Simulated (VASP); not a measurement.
# Be8SbS6 (a cell with a defect) in VASP: further runs, part 3 of 3

VASP 6.6.1. Earlier steps stand in the parts before.

## (5) Single point, PBEsol+D3(BJ), collinear spin

INCAR reads:

```
PREC     = Accurate       # precision mode
ENCUT    = 400            # plane-wave cutoff, eV
EDIFF    = 1E-6           # SCF threshold, eV
ISMEAR   = -1             # smearing method
SIGMA    = 0.05           # smearing width, eV
LREAL    = Auto         
LASPH    = T              # aspherical terms in the spheres
NELM     = 200            # most SCF steps
ALGO     = Normal         # electronic algorithm
ISIF     = 2              # what is computed and relaxed
LWAVE    = F              # write WAVECAR
LCHARG   = F              # write CHGCAR
ISPIN    = 2              # spin polarisation
MAGMOM   = 0.143 0.143 0.143 0.143 0 0.143 0 0.143 0 0 0 0 0 0 0.143 # initial moments
LORBIT   = 11             # projections on sites
GGA      = PS             # functional
IVDW     = 12             # dispersion correction
NELECT   = 55.0         
NBANDS   = 46             # bands
GGA_COMPAT= F            
ISYM     = -1
```

KPOINTS reads:

```
explicit points
4
Reciprocal
  0.25000000   0.25000000   0.25000000 2
  0.25000000   0.25000000   0.75000000 2
  0.25000000   0.75000000   0.25000000 2
  0.25000000   0.75000000   0.75000000 2
```

POSCAR reads:

```
Be8SbS6
1.0
    0.0000000000      4.8379960000      4.8379960000
    4.8379960000      0.0000000000      4.8379960000
    4.8379960000      4.8379960000      0.0000000000
Be S Sb
8 6 1
Direct
    0.9956230000      0.9943650000      0.0065820000
    0.5000340000      0.4959370000      0.5030620000
    0.9997410000      0.0144290000      0.5084830000
    0.4938770000      0.5040310000      0.0007210000
    0.9994250000      0.5018600000      0.0007300000
    0.5040390000      0.9885300000      0.5048520000
    0.5004740000      0.9899660000      0.0059770000
    0.0097830000      0.5083120000      0.4896630000
    0.1102170000      0.1284970000      0.1195130000
    0.6254880000      0.6268710000      0.1255940000
    0.1254130000      0.6241830000      0.1145560000
    0.6291560000      0.1230770000      0.6182280000
    0.6254120000      0.1322080000      0.1126600000
    0.1223310000      0.6262580000      0.6273920000
    0.6364210000      0.6264960000      0.6127300000
```

Potentials or basis: VASP PAW PBE potentials, release 64 (Be, S, Sb).

Command:

```bash
$ cat potpaw_PBE.64/Be/POTCAR potpaw_PBE.64/S/POTCAR potpaw_PBE.64/Sb/POTCAR > POTCAR
$ mpirun -np 1 vasp_std > vasp.out
```

OUTCAR:

```text
PREC = Accurate
   ENCUT = 400
   EDIFF = 1E-6
   ISMEAR = -1
   LREAL = Auto
   LASPH = T
   NELM = 200
   ISIF = 2
   ISPIN = 2
   LORBIT = 11
   GGA = PS
   IVDW = 12
   NELECT = 55.0
   ISYM = -1
 IVDW          = 12

 ion  position               nearest neighbor table
   1  0.996  0.994  0.007-   9 2.02  11 2.07  13 2.07
   2  0.500  0.496  0.503-  12 2.08  15 2.11  10 2.11  14 2.11
   3  1.000  0.014  0.508-  12 2.08  14 2.17   9 2.18
   4  0.494  0.504  0.001-  11 2.06  13 2.08  10 2.12  15 2.17
   5  0.999  0.502  0.001-  11 2.02  14 2.09  10 2.09   9 2.09
   6  0.504  0.989  0.505-  15 2.02  12 2.09  13 2.19
   7  0.500  0.990  0.006-  10 2.03  13 2.09  12 2.17   9 2.18
   8  0.010  0.508  0.490-  14 2.06  15 2.09  11 2.10
   9  0.110  0.128  0.120-   1 2.02   5 2.09   7 2.18   3 2.18
  10  0.625  0.627  0.126-   7 2.03   5 2.09   2 2.11   4 2.12
  11  0.125  0.624  0.115-   5 2.02   4 2.06   1 2.07   8 2.10
[... 531 lines left out ...]
  free  energy   TOTEN  =       -82.6418884079 eV

  energy  without entropy=      -82.5945605444  energy(sigma->0) =      -82.61822448

 total charge

# of ion       s       p       d       tot
------------------------------------------
    1        0.381   0.562   0.000   0.943
    2        0.422   0.723   0.000   1.145
    3        0.342   0.474   0.000   0.816
    4        0.425   0.671   0.000   1.095
    5        0.391   0.672   0.000   1.063
    6        0.432   0.607   0.000   1.039
    7        0.376   0.617   0.000   0.993
    8        0.425   0.619   0.000   1.044
    9        1.297   2.449   0.000   3.746
   10        1.305   2.441   0.000   3.745
   11        1.306   2.447   0.000   3.753
   12        1.303   2.437   0.000   3.740
   13        1.310   2.403   0.000   3.714
   14        1.303   2.436   0.000   3.738
   15        1.158   1.584   0.042   2.784
--------------------------------------------------
tot         12.175  21.140   0.042  33.358

 magnetization (x)

# of ion       s       p       d       tot
------------------------------------------
    1        0.000  -0.000   0.000   0.000
    2        0.000   0.000   0.000   0.000
    3        0.000   0.000   0.000   0.000
    4        0.000   0.000   0.000   0.000
    5       -0.000  -0.000   0.000  -0.000
    6        0.000   0.000   0.000   0.000
    7        0.000  -0.000   0.000  -0.000
    8        0.000   0.000   0.000   0.000
    9       -0.000  -0.000   0.000  -0.000
   10        0.000   0.000   0.000   0.000
   11        0.000   0.000   0.000   0.000
   12        0.000   0.000   0.000   0.000
   13       -0.000  -0.000   0.000  -0.000
   14        0.000   0.000   0.000   0.000
   15        0.000   0.001   0.000   0.001
--------------------------------------------------
tot          0.000   0.002   0.000   0.002
```

OSZICAR:

```text
N       E                     dE             d eps       ncg     rms          rms(c)
DAV:   1     0.180866961738E+03    0.18087E+03   -0.18890E+04   736   0.823E+02
DAV:   2    -0.597568565131E+02   -0.24062E+03   -0.22784E+03   924   0.169E+02
DAV:   3    -0.806072315738E+02   -0.20850E+02   -0.20629E+02   944   0.567E+01
DAV:   4    -0.810455771481E+02   -0.43835E+00   -0.43687E+00  1000   0.927E+00
DAV:   5    -0.810536458242E+02   -0.80687E-02   -0.80642E-02   946   0.129E+00    0.148E+01
DAV:   6    -0.795887042720E+02    0.14649E+01   -0.12398E+00   904   0.359E+00    0.917E+00
DAV:   7    -0.791977721619E+02    0.39093E+00   -0.44787E+00   904   0.429E+00    0.234E+00
DAV:   8    -0.790887459828E+02    0.10903E+00   -0.57187E-01   836   0.203E+00    0.191E+00
DAV:   9    -0.790834595725E+02    0.52864E-02   -0.55728E-02   968   0.756E-01    0.507E-01
DAV:  10    -0.790810981252E+02    0.23614E-02   -0.86929E-03   960   0.325E-01    0.228E-01
DAV:  11    -0.790802023846E+02    0.89574E-03   -0.31435E-03   960   0.152E-01    0.124E-01
DAV:  12    -0.790802052807E+02   -0.28961E-05   -0.30556E-04   968   0.655E-02    0.729E-02
DAV:  13    -0.790802216867E+02   -0.16406E-04   -0.93118E-05   960   0.306E-02    0.290E-02
DAV:  14    -0.790802303818E+02   -0.86952E-05   -0.20632E-05   904   0.160E-02    0.154E-02
DAV:  15    -0.790802326033E+02   -0.22215E-05   -0.48078E-06   920   0.736E-03    0.856E-03
DAV:  16    -0.790802333050E+02   -0.70170E-06   -0.22291E-06   608   0.421E-03
   1 F= -.82641888E+02 E0= -.82618224E+02  d E =-.473279E-01  mag=     0.0025
```

It took 2.5 min on 1 thread of Intel Xeon Platinum 8488C (Sapphire Rapids), shared host; peak memory 0.41 GiB.

Results:

- Free energy: -82.6419 eV
- Largest force: 5.113 eV/Å
- Net moment: 0.00 μB per cell
- Valence electrons inside the program's atomic spheres: Be 0.94, 1.15, 0.82, 1.09, 1.06, 1.04, 0.99 (each value once); S 3.75, 3.74, 3.71 (each value once); Sb 2.78
- Dispersion energy per atom: -0.237 eV

Forces on the atoms (eV/Å):
```
Be   0.758  0.556 -0.533
Be  -1.744 -1.883 -2.491
Be  -1.545 -1.065 -0.981
Be   2.340  2.412 -1.726
Be  -0.518 -0.409 -0.559
Be   2.685 -2.005  3.861
Be   0.240 -0.857  0.065
Be  -1.163  1.851  2.871
S    0.164  1.107  0.781
S   -0.375 -0.216 -0.163
S    0.133  0.197  0.293
S    0.510  0.013 -0.230
S   -0.115 -0.105 -0.392
S   -0.050  0.052  0.641
Sb  -1.319  0.351 -1.436
```

Caveat: the cell carries a net charge on a neutralising background, which shifts energy and pressure; three body term missing; the PAW data sets were made with another functional, which shifts forces and pressure a little.
